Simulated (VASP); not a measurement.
# Lu (Pm-3m) in VASP: a series of runs

The runs below take Lu through relaxation of cell and atoms, with LDA.

Program: VASP 6.6.1. These are calculated values, not measurements. Logs are shortened: lines on timing, memory, paths and dates and some standing lists are left out, and cuts for length are marked.

### Step 1. The cell of the first run

The structure is cubic, space group Pm-3m (No. 221). The conventional cell has a = 3.190 Å, b = 3.190 Å, c = 3.190 Å, α = 90.00°, β = 90.00°, γ = 90.00°. Within 4.2 Å of Lu (site symmetry m-3m) lie 6 Lu at 3.19 Å.

### Step 2. Relaxation of cell and atoms, LDA

Input file INCAR:

```
SYSTEM = Lu
PREC = Accurate
ENCUT = 600
EDIFF = 1E-6
ISMEAR = 0
SIGMA = 0.05
LREAL = .FALSE.
LASPH = .TRUE.
NELM = 60
ALGO = Normal
ISIF = 3
LWAVE = .FALSE.
LCHARG = .FALSE.
GGA = CA
IBRION = 2
NSW = 80
EDIFFG = -0.01
```

Input file KPOINTS:

```
Automatic mesh
0
G
  6 6 6
  0 0 0
```

Input file POSCAR:

```
Lu
1.0
    3.1900000000      0.0000000000      0.0000000000
    0.0000000000      3.1900000000      0.0000000000
    0.0000000000      0.0000000000      3.1900000000
Lu
1
Direct
    0.0000000000      0.0000000000      0.0000000000
```

Potentials or basis: VASP PAW PBE potentials, release 64 (Lu).

Launch:

```sh
$ cat potpaw_PBE.64/Lu/POTCAR > POTCAR
$ mpirun -np 1 vasp_std > vasp.out
```

OUTCAR:

```text
SYSTEM = Lu
   PREC = Accurate
   ENCUT = 600
   EDIFF = 1E-6
   ISMEAR = 0
   LREAL = .FALSE.
   LASPH = .TRUE.
   NELM = 60
   ISIF = 3
   GGA = CA
   IBRION = 2
   NSW = 80
   EDIFFG = -0.01

 ion  position               nearest neighbor table
   1  0.000  0.000  0.000-

  LATTYP: Found a simple cubic cell.
 ALAT       =     3.1900000000

  Lattice vectors:

 A1 = (   3.1900000000,   0.0000000000,   0.0000000000)
 A2 = (   0.0000000000,   3.1900000000,   0.0000000000)
 A3 = (   0.0000000000,   0.0000000000,   3.1900000000)

Analysis of symmetry for initial positions (statically):
=====================================================================
 Subroutine PRICEL returns:
 Original cell was already a primitive cell.

 Routine SETGRP: Setting up the symmetry group for a
 simple cubic supercell.

 Subroutine GETGRP returns: Found 48 space group operations
 (whereof 48 operations were pure point group operations)
 out of a pool of 48 trial point group operations.

The static configuration has the point symmetry O_h .

Analysis of symmetry for dynamics (positions and initial velocities):
=====================================================================
 Subroutine PRICEL returns:
 Original cell was already a primitive cell.

 Routine SETGRP: Setting up the symmetry group for a
 simple cubic supercell.

 Subroutine GETGRP returns: Found 48 space group operations
 (whereof 48 operations were pure point group operations)
 out of a pool of 48 trial point group operations.

The dynamic configuration has the point symmetry O_h .

 Subroutine INISYM returns: Found 48 space group operations
 (whereof 48 operations are pure point group operations),
 and found     1 'primitive' translations

----------------------------------------------------------------------------------------

                                     Primitive cell

  volume of cell :      32.4618

  direct lattice vectors                    reciprocal lattice vectors
     3.190000000  0.000000000  0.000000000     0.313479624  0.000000000  0.000000000
     0.000000000  3.190000000  0.000000000     0.000000000  0.313479624  0.000000000
     0.000000000  0.000000000  3.190000000     0.000000000  0.000000000  0.313479624

  length of vectors
     3.190000000  3.190000000  3.190000000     0.313479624  0.313479624  0.313479624

  position of ions in fractional coordinates (direct lattice)
     0.000000000  0.000000000  0.000000000

  ion indices of the primitive-cell ions
   primitive index   ion index
                 1           1

----------------------------------------------------------------------------------------

 KPOINTS: Automatic mesh

Automatic generation of k-mesh.
 Grid dimensions read from file:
 generate k-points for:    6    6    6

 Generating k-lattice:

  Cartesian coordinates                     Fractional coordinates (reciprocal lattice)
     0.052246604  0.000000000  0.000000000     0.166666667  0.000000000  0.000000000
     0.000000000  0.052246604  0.000000000     0.000000000  0.166666667  0.000000000
     0.000000000  0.000000000  0.052246604     0.000000000  0.000000000  0.166666667

  Length of vectors
     0.052246604  0.052246604  0.052246604

  Shift w.r.t. Gamma in fractional coordinates (k-lattice)
     0.000000000  0.000000000  0.000000000

 Subroutine IBZKPT returns following result:
 ===========================================

 Found     20 irreducible k-points:

 Following reciprocal coordinates:
            Coordinates               Weight
  0.000000  0.000000  0.000000      1.000000
  0.166667  0.000000  0.000000      6.000000
  0.333333  0.000000  0.000000      6.000000
  0.500000  0.000000  0.000000      3.000000
  0.166667  0.166667  0.000000     12.000000
  0.333333  0.166667  0.000000     24.000000
[... 12 lines left out ...]
  0.500000  0.500000  0.333333      6.000000
  0.500000  0.500000  0.500000      1.000000
   k-points           NKPTS =     20   k-points in BZ     NKDIM =     20   number of bands    NBANDS=     16
   number of dos      NEDOS =    301   number of ions     NIONS =      1
   total plane-waves  NPLWV =  21952
   dimension x,y,z NGX =    28 NGY =   28 NGZ =   28
   dimension x,y,z NGXF=    56 NGYF=   56 NGZF=   56
   ions per type =               1
   NGX,Y,Z   is equivalent  to a cutoff of  14.59, 14.59, 14.59 a.u.
   NGXF,Y,Z  is equivalent  to a cutoff of  29.18, 29.18, 29.18 a.u.
 SYSTEM =  Lu
   PREC   = accura    normal or accurate (medium, high low for compatibility)
   ISTART =      0    job   : 0-new  1-cont  2-samecut
   ICHARG =      2    charge: 1-file 2-atom 10-const
   ISPIN  =      1    spin polarized calculation?
   LNONCOLLINEAR =      F non collinear calculations
   LSORBIT =      F    spin-orbit coupling
   LASPH  =      T    aspherical Exc in radial PAW
   ENCUT  =  600.0 eV  44.10 Ry    6.64 a.u.   6.37  6.37  6.37*2*pi/ulx,y,z
   NELM   =     60;   NELMIN=  2; NELMDL= -5     # of ELM steps
   EDIFF  = 0.1E-05   stopping-criterion for ELM
   LREAL  =      F    real-space projection
   EDIFFG = -.1E-01   stopping-criterion for IOM
   NSW    =     80    number of steps for IOM
   IBRION =      2    ionic relax: 0-MD 1-quasi-New 2-CG
   NFREE  =      1    steps in history (QN), initial steepest desc. (CG)
   ISIF   =      3    stress and relaxation
   ISYM   =      2    0-nonsym 1-usesym 2-fastsym
   POTIM  = 0.5000    time-step for ionic-motion
   TEBEG  =    0.0;   TEEND  =   0.0 temperature during run
   PSTRESS=    0.0 pullay stress
   NELECT =      25.0000    total number of electrons
   NUPDOWN=      -1.0000    fix difference up-down
   EMIN   =  10.00;   EMAX   =-10.00  energy-range for DOS
   EFERMI =   0.00;   METHOD = LEGACY
   ISMEAR =     0;   SIGMA  =   0.05  broadening in eV -4-tet -1-fermi 0-gaus
   EFERMI_NEDOS =   21; number of points for ismear=-14 and -15
   IALGO  =     38    algorithm
   IMIX   =      4    mixing-type and parameters
     AMIX     =   0.40;   BMIX     =  1.00
     AMIX_MAG =   1.60;   BMIX_MAG =  1.00
  volume/ion in A,a.u.               =      32.46       219.06
  Fermi-wavevector in a.u.,A,eV,Ry     =   1.500597  2.835718 30.637492  2.251792
  Thomas-Fermi vector in A             =   2.612077
   LORBIT       =      0    0 simple, 1 ext, 2 COOP (PROOUT), +10 PAW based schemes
   GGA     = CA    functional components
   LHFCALC =     F    Hartree Fock is set to
   AEXX    =    0.0000 exact exchange contribution
   IVDW    =     0    specifies the selected vdW correction
   LEPSILON=     F    determine dielectric tensor
   LRPA    =     F    only Hartree local field effects (RPA)
 conjugate gradient relaxation of ions
 non-spin polarized calculation
 Gauss-broadening in eV      SIGMA  =   0.05
  energy-cutoff  :      600.00
  volume of cell :       32.46
 maximum number of plane-waves:      1108
 NGX is ok and might be reduce to    28
   NGX = 13   NGY = 13   NGZ = 13

--------------------------------------- Ionic step        1  -------------------------------------------

 number of electron      25.0000003 magnetization

 Free energy of the ion-electron system (eV)
  ---------------------------------------------------
  ext. energy  EPLUGINS =         0.00000000
  ---------------------------------------------------
  free energy    TOTEN  =        -4.27164278 eV

  energy without entropy =       -4.26849576  energy(sigma->0) =       -4.27006927

------------------------ aborting loop because EDIFF is reached ----------------------------------------

  FORCE on cell =-STRESS in cart. coord.  units (eV):
  Direction    XX          YY          ZZ          XY          YZ          ZX
  --------------------------------------------------------------------------------------
  -------------------------------------------------------------------------------------
  Total       -0.5357801     -0.5357801     -0.5357801     -0.0000000      0.0000000     -0.0000000
  in kB      -26.4438758    -26.4438758    -26.4438758     -0.0000000      0.0000000     -0.0000000
  external PRESSURE =     -26.4438758 kB  Pullay stress =       0.0000000 kB
[... 55 lines left out ...]
  energy  without entropy=       -4.3108676345  energy(sigma->0) =       -4.31298335

--------------------------------------- Ionic step        3  -------------------------------------------

 number of electron      24.9999997 magnetization

 E-fermi :   2.7890     XC(G=0): -12.0546

 val. band max:        2.5315054939   @ k =   0.1667   0.0000   0.0000
 cond. band min:       2.8271113396   @ k =   0.5000   0.0000   0.0000
 fundamental gap:      0.2956058457
 Fermi energy:         2.7889837955

 k-point     1 :       0.0000    0.0000    0.0000
  band No.  band energies     occupation
      1     -53.1538      2.00000
      2     -23.3588      2.00000
      3     -23.3588      2.00000
      4     -23.3588      2.00000
      5      -3.5259      2.00000
      6      -2.3085      2.00000
[... 8 lines left out ...]
     15      10.9975      0.00000
     16      10.9975      0.00000
[... 387 lines left out ...]
  FREE ENERGIE OF THE ION-ELECTRON SYSTEM (eV)
  ---------------------------------------------------
  free  energy   TOTEN  =        -4.2461010257 eV

  energy  without entropy=       -4.2448507497  energy(sigma->0) =       -4.24547589

[... ionic steps 4 to 16 ...]

--------------------------------------- Ionic step       17  -------------------------------------------

 number of electron      24.9999996 magnetization

------------------------ aborting loop because EDIFF is reached ----------------------------------------

  FORCE on cell =-STRESS in cart. coord.  units (eV):
  Direction    XX          YY          ZZ          XY          YZ          ZX
  --------------------------------------------------------------------------------------
  -------------------------------------------------------------------------------------
  Total       -0.0453298     -0.0453298     -0.0453298     -0.0000000      0.0000000      0.0000000
  in kB       -2.6491471     -2.6491471     -2.6491471     -0.0000000      0.0000000      0.0000000
  external PRESSURE =      -2.6491471 kB  Pullay stress =       0.0000000 kB
[... 55 lines left out ...]
  energy  without entropy=       -4.3378841325  energy(sigma->0) =       -4.33904193

--------------------------------------- Ionic step       19  -------------------------------------------

 number of electron      24.9999995 magnetization

 Free energy of the ion-electron system (eV)
  ---------------------------------------------------
  ext. energy  EPLUGINS =         0.00000000
  ---------------------------------------------------
  free energy    TOTEN  =        -4.34022194 eV

  energy without entropy =       -4.33804957  energy(sigma->0) =       -4.33913575

 E-fermi :   2.1780     XC(G=0): -11.2316

 val. band max:        2.1508027305   @ k =   0.5000   0.3333   0.3333
 cond. band min:       2.2049213464   @ k =   0.5000   0.0000   0.0000
 fundamental gap:      0.0541186158
 Fermi energy:         2.1780489034

 k-point     1 :       0.0000    0.0000    0.0000
  band No.  band energies     occupation
      1     -53.9131      2.00000
      2     -24.3465      2.00000
      3     -24.3465      2.00000
      4     -24.3465      2.00000
      5      -3.8637      2.00000
      6      -3.0470      2.00000
[... 8 lines left out ...]
     15       9.2491      0.00000
     16       9.2491      0.00000
[... 387 lines left out ...]
  FREE ENERGIE OF THE ION-ELECTRON SYSTEM (eV)
  ---------------------------------------------------
  free  energy   TOTEN  =        -4.3402219396 eV

  energy  without entropy=       -4.3380495653  energy(sigma->0) =       -4.33913575

 reached required accuracy - stopping structural energy minimisation
```

It took 2.2 min on 1 thread of Intel Xeon 6975P-C, shared host; peak memory 0.17 GiB.

Results:

| Quantity | Value |
| --- | --- |
| Free energy | -4.3402 eV |
| Relaxed volume | 27.31 Å³/atom |
| Relaxed cell | a = 3.011 Å, b = 3.011 Å, c = 3.011 Å, α = 90.00°, β = 90.00°, γ = 90.00° |
| Space group after relaxing (to 0.05 Å) | Pm-3m (No. 221) |
| Energy gained by relaxing | 68.6 meV/atom |
| Ionic steps | 19 |
| Pressure after relaxing | -0.1 GPa |

Step by step:
```csv
step,energy change (eV),largest force (eV/Å),pressure (GPa),volume (Å³)
1,0.0000,0.0000,-2.64,32.46
2,-0.0435,0.0000,-2.27,30.01
3,0.0255,0.0000,8.15,23.40
4,-0.0662,0.0000,-0.55,28.16
5,-0.0681,0.0000,-0.46,27.67
6,-0.0516,0.0000,3.35,25.48
7,-0.0686,0.0000,0.13,27.38
8,-0.0685,0.0000,-0.17,27.48
9,-0.0685,0.0000,-0.28,27.47
10,-0.0685,0.0000,-0.28,27.45
11,-0.0685,0.0000,-0.17,27.45
12,-0.0685,0.0000,-0.13,27.45
13,-0.0685,0.0000,-0.21,27.45
14,-0.0685,0.0000,-0.22,27.45
15,-0.0685,0.0000,-0.23,27.44
16,-0.0685,0.0000,-0.23,27.43
17,-0.0685,0.0000,-0.26,27.42
18,-0.0686,0.0000,-0.14,27.38
19,-0.0686,0.0000,-0.06,27.31
```

Final structure:
```
Lu
1.0
     3.01140    0.00000    0.00000
     0.00000    3.01140    0.00000
     0.00000    0.00000    3.01140
Lu
1
Direct
  0.00000 0.00000 0.00000
```

Caveat: the volume moved by over 15 % at a fixed basis, so the end points are rough; the PAW data sets were made with another functional, which shifts forces and pressure a little; spin-orbit coupling is left out, which moves the levels of the heavy elements.

### Step 3. Relaxation of cell and atoms, LDA, target pressure 20 GPa, at which the enthalpy is minimised

Edit INCAR of step 2 so:

```diff
@@ -8,3 +8,3 @@
 LASPH = .TRUE.
-NELM = 60
+NELM = 100
 ALGO = Normal
@@ -17 +17,2 @@
 EDIFFG = -0.01
+PSTRESS = 200.0
```

Input file KPOINTS:

```
regular mesh
0
G
  6 6 6
  0 0 0
```

POSCAR is that of step 2.

Potentials or basis: VASP PAW PBE potentials, release 64 (Lu).

Launch:

```sh
$ cat potpaw_PBE.64/Lu/POTCAR > POTCAR
$ mpirun -np 1 vasp_std > vasp.out
```

Run time: 66 s. Hardware: 1 thread of Intel Xeon 6975P-C, shared host; peak memory 0.18 GiB.

Results (log left out):

```
Free energy                                            : -4.0262 eV
Relaxed volume                                         : 20.89 Å³/atom
Relaxed cell                                           : a = 2.754 Å, b = 2.754 Å, c = 2.754 Å, α = 90.00°, β = 90.00°, γ = 90.00°
Space group after relaxing (to 0.05 Å)                 : Pm-3m (No. 221)
Energy change on relaxing (the enthalpy is what falls) : +245.4 meV/atom
Ionic steps                                            : 6
Pressure after relaxing                                : 20.0 GPa
```

The path:
```
step  energy change (eV)  largest force (eV/Å)  pressure (GPa)  volume (Å³)
   1              0.0000                0.0000           -2.64        32.46
   2              1.6711                0.0000           72.87        15.33
   3              0.2385                0.0000           19.75        20.94
   4              0.2634                0.0000           20.78        20.74
   5              0.2283                0.0000           19.31        21.03
   6              0.2454                0.0000           19.99        20.89
```

Final structure:
```
Lu
1.0
     2.75392    0.00000    0.00000
     0.00000    2.75392    0.00000
     0.00000    0.00000    2.75392
Lu
1
Direct
  0.00000 0.00000 0.00000
```

Levels at points of the mesh, in eV from the Fermi level:
| k point | band 9 | band 10 | band 11 | band 12 | band 13 | band 14 | band 15 | band 16 |
| --- | --- | --- | --- | --- | --- | --- | --- | --- |
| (0.00, 0.00, 0.00) | -4.90 | -4.90 | -4.90 | -4.82 | -1.25 | -1.25 | 9.20 | 9.20 |
| (0.50, 0.00, 0.00) | -4.86 | -4.77 | -4.77 | -2.55 | -0.01 | 0.96 | 4.28 | 4.28 |
| (0.50, 0.50, 0.00) | -4.91 | -4.79 | -4.76 | -3.48 | 0.28 | 5.37 | 5.37 | 6.40 |
| (0.50, 0.50, 0.50) | -4.82 | -4.82 | -4.82 | -1.44 | -1.44 | -1.44 | 6.99 | 12.79 |

Caveat: the cell is relaxed towards a set pressure, so the enthalpy falls and the energy may rise; the volume moved by over 15 % at a fixed basis, so the end points are rough; the PAW data sets were made with another functional, which shifts forces and pressure a little; spin-orbit coupling is left out, which moves the levels of the heavy elements.
